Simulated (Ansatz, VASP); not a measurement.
# One calculation of Zn, two programs

File INCAR:

```
SYSTEM = Zn
PREC = Accurate
ENCUT = 500
EDIFF = 1E-6
ISMEAR = 0
SIGMA = 0.15
LREAL = .False.
LASPH = .True.
NELM = 120
ALGO = Normal
ISIF = 2
LWAVE = .False.
LCHARG = .True.
GGA = PE
LELF = .True.
LVHAR = .True.
NBANDS = 19
GGA_COMPAT = .False.
```

KPOINTS

```
Automatic mesh
0
Gamma
  24 24 10
  0 0 0
```

File POSCAR:

```
Zn
1.0
    2.6647980532     -0.0799439416      0.0000000000
   -1.4016325109      2.3477547808      0.0000000000
    0.0000000000      0.0000000000      4.9467000000
Zn
2
Direct
    0.3333333333      0.6666666667      0.2500000000
    0.6666666667      0.3333333333      0.7500000000
```

Input for Ansatz:

```yaml
crystal:
  lattice:
    - [2.6647980532, -0.0799439416, 0.0]
    - [-1.4016325109, 2.3477547808, 0.0]
    - [0.0, 0.0, 4.9467]
  atoms:
    - { symbol: Zn, position: [0.3333333333, 0.6666666667, 0.25] }
    - { symbol: Zn, position: [0.6666666667, 0.3333333333, 0.75] }
basis:
  ecutwfc: 420
kpoints:
  mp_grid: { grid: [24, 24, 10] }
hamiltonian:
  xc: pbe
scf:
  occupations: { method: gaussian, width: 0.15 }
output:
  forces: true
  stress: true
  eigenvalues: true
```

Change from the starting cell: strain -0.0600 x Voigt [0, 0, 0, 0, 0, 1], atoms carried along.

Alike in both runs: task single point; functional PBE; k mesh 24 × 24 × 10; occupations gaussian, width 0.15 eV; no spin polarisation.

```csv
,VASP,Ansatz
version,VASP 6.6.1,Ansatz 0.2.0
potentials or method,"VASP PAW PBE potentials, release 64 (Zn), cutoff 500 eV","scalar-relativistic, plane waves, PAW"
valence electrons in the cell,24,24
```

Ansatz gave:

| Item | Value |
| --- | --- |
| gap on the k mesh at the Fermi level (eV) | none |
| pressure (GPa) | 0.2 |
| traceless stress, the component that is largest in VASP (GPa) | 3.13 |
| rms of the force components (eV/Å) | 0.015 |

Question: Estimate VASP's values.

Answer: gap on the k mesh at the Fermi level (eV): none; pressure (GPa): 0.5; traceless stress, the component that is largest in VASP (GPa): 3.15; rms of the force components (eV/Å): 0.014.

Atom by atom the forces differ by 0.001 eV/Å (rms over components). A gap of «none» marks a metal or a gap that the smearing closes. With one functional, cell and mesh, what is left measures potentials, basis and numerics.
